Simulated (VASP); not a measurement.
Input of a VASP 6.6.1 run:

Contents of INCAR:

```
  ALGO = Fast
  EDIFF = 1E-6
  ENCUT = 520
  GGA = PE
  ISIF = 2
  ISMEAR = 0
  LASPH = T
  LCHARG = F
  LREAL = F
  LWAVE = F
  NBANDS = 10
  NELM = 80
  PREC = Accurate
  SIGMA = 0.1
```

File KPOINTS:

```
k-points
0
Gamma
  24 24 24
```

File POSCAR:

```
Os
1.0
    0.0000000000      1.9280397566      1.9280397566
    1.9280397566      0.0000000000      1.9280397566
    1.9280397566      1.9280397566      0.0000000000
Os
1
Direct
    0.0000000000      0.0000000000      0.0000000000
```

Potentials or basis: VASP PAW PBE potentials, release 64 (Os).

Command:

```console
$ cat potpaw_PBE.64/Os/POTCAR > POTCAR
$ mpirun -np 1 vasp_std > vasp.out
```

Problem. Estimate the pressure.

Solution. -0.1 GPa.

Problem. Estimate the band gap on the k mesh.

Solution. Zero (bands 4 and 5 overlap by 3.70 eV).

Caveat: spin-orbit coupling is left out, which moves the levels of the heavy elements.
